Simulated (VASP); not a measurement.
The system is SnSe.

```
Sn Se
1.0
     0.00000    3.01000    3.01000
     3.01000    0.00000    3.01000
     3.01000    3.01000    0.00000
Sn Se
1 1
Cartesian
  0.0000 0.0000 0.0000
  3.0100 3.0100 3.0100
```

```yaml
Program: VASP 6.6.1
Task: relaxation of cell and atoms
Functional: revPBE
Potentials_or_basis: VASP PAW PBE potentials, release 64 (Sn_d, Se)
Cutoff: 600 eV
k_mesh: 8 × 8 × 8
Occupations: fermi-dirac, width 0.05 eV
Spin: no spin polarisation
```

At the start: pressure 2.1 GPa; volume 27.27 Å³/atom.

**Question.** Where does the relaxation end?

**Answer.** Over 3 steps the energy falls by 7.6 meV/atom and the volume is 28.46 Å³/atom (+4.4 %); space group Fm-3m (No. 225, to 0.05 Å).

The path:
```csv
step,energy change (eV),largest force (eV/Å),pressure (GPa),volume (Å³)
1,0.0000,0.0000,2.13,54.54
2,-0.0146,0.0000,-0.40,57.45
3,-0.0152,0.0000,0.01,56.93
```

Final structure:
```
Sn Se
1.0
     0.00000    3.05322    3.05322
     3.05322    0.00000    3.05322
     3.05322    3.05322    0.00000
Sn Se
1 1
Direct
  0.00000 0.00000 0.00000
  0.50000 0.50000 0.50000
```

Caveat: the PAW data sets were made with another functional, which shifts forces and pressure a little.
